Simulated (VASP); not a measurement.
**C: single point with r2SCAN**

The system is C.

```
C
1.0
    -0.03882    1.79471    1.79471
     1.79471   -0.03882    1.79471
     1.79471    1.79471   -0.03882
C
2
Cartesian
  -0.0003 -0.0003 -0.0003
  0.8879 0.8879 0.8879
```

This cell differs from its parent crystal: epitaxial 111 strain +3.0%.

| Quantity | Value |
| --- | --- |
| Program | VASP 6.6.1 |
| Task | single point |
| Functional | r2SCAN |
| Potentials or basis | VASP PAW PBE potentials, release 64 (C) |
| Cutoff | 520 eV |
| k mesh | 12 × 12 × 12 |
| Occupations | gaussian, width 0.01 eV |
| Spin | no spin polarisation |
| Dipole correction | no |
| Further INCAR settings | ALGO = Normal; EDIFF = 1e-07; NBANDS = 11 |

The pressure is -21.5 GPa, the largest force is 0.013 eV/Å and the band gap on the k mesh is 4.19 eV, indirect (least direct gap 5.38 eV).

Forces on the atoms (eV/Å):
```
C   -0.008 -0.008 -0.008
C    0.008  0.008  0.008
```

Stress tensor (GPa, compression positive):
```
-21.45  11.26  11.26
 11.26 -21.45  11.26
 11.26  11.26 -21.45
```

Levels at points of the mesh, in eV from the valence-band top:
```csv
k point,band 1,band 2,band 3,band 4,band 5,band 6,band 7,band 8
"(0.00, 0.00, 0.00)",-22.01,-0.03,0.00,0.00,5.38,5.38,6.23,12.73
"(0.50, 0.00, 0.00)",-16.51,-13.47,-2.81,-2.69,8.36,8.39,9.36,16.20
"(0.50, 0.50, 0.00)",-13.37,-13.10,-6.56,-6.12,4.46,5.31,16.95,17.09
"(0.50, 0.50, 0.50)",-15.89,-13.53,-3.13,-3.13,7.68,8.47,8.47,16.10
```

Run time: 85 s on 1 thread of AMD EPYC 9R45 (Zen 5) (shared host), peak memory 0.1 GiB.

Caveat: the cell differs from its parent crystal (epitaxial 111 strain +3.0%); the PAW data sets were made with another functional, which shifts forces and pressure a little. A k mesh can miss the band edges.
